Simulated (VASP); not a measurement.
Input of a VASP 6.6.1 run:

INCAR

```
SYSTEM = CdHgP
ALGO = Normal
EDIFF = 1E-7
ENCUT = 520
GGA = PE
ISIF = 2
ISMEAR = 0
LASPH = .TRUE.
LCHARG = .FALSE.
LREAL = .FALSE.
LWAVE = .FALSE.
NBANDS = 38
NELM = 100
PREC = Accurate
SIGMA = 0.1
```

File KPOINTS:

```
k-points
0
G
  4 4 4
  0 0 0
```

The input POSCAR:

```
CdHgP
1.0
    4.9175590137      0.0000000000      0.0000000000
    0.0000000000      4.9175590137      0.0000000000
    0.0000000000      0.0000000000      6.4109862935
Cd Hg P
2 2 2
Direct
    0.0000000000      0.0000000000      0.7500000000
    0.0000000000      0.0000000000      0.2500000000
    0.5000000000      0.5000000000      0.0000000000
    0.5000000000      0.5000000000      0.5000000000
    0.5000000000      0.0000000000      0.5000000000
    0.0000000000      0.5000000000      0.0000000000
```

Potentials or basis: VASP PAW PBE potentials, release 64 (Cd, Hg, P).

The run is started by

```sh
$ cat potpaw_PBE.64/Cd/POTCAR potpaw_PBE.64/Hg/POTCAR potpaw_PBE.64/P/POTCAR > POTCAR
$ mpirun -np 1 vasp_std > vasp.out
```

(1) What does it give for the band gap on the k mesh?

(2) What does it give for the pressure?

Results:

(1) zero (band 29 reaches 4.57 eV, above the bottom of band 30 at 0.73 eV).

(2) 0.3 GPa.

Caveat: spin-orbit coupling is left out, which moves the levels of the heavy elements.
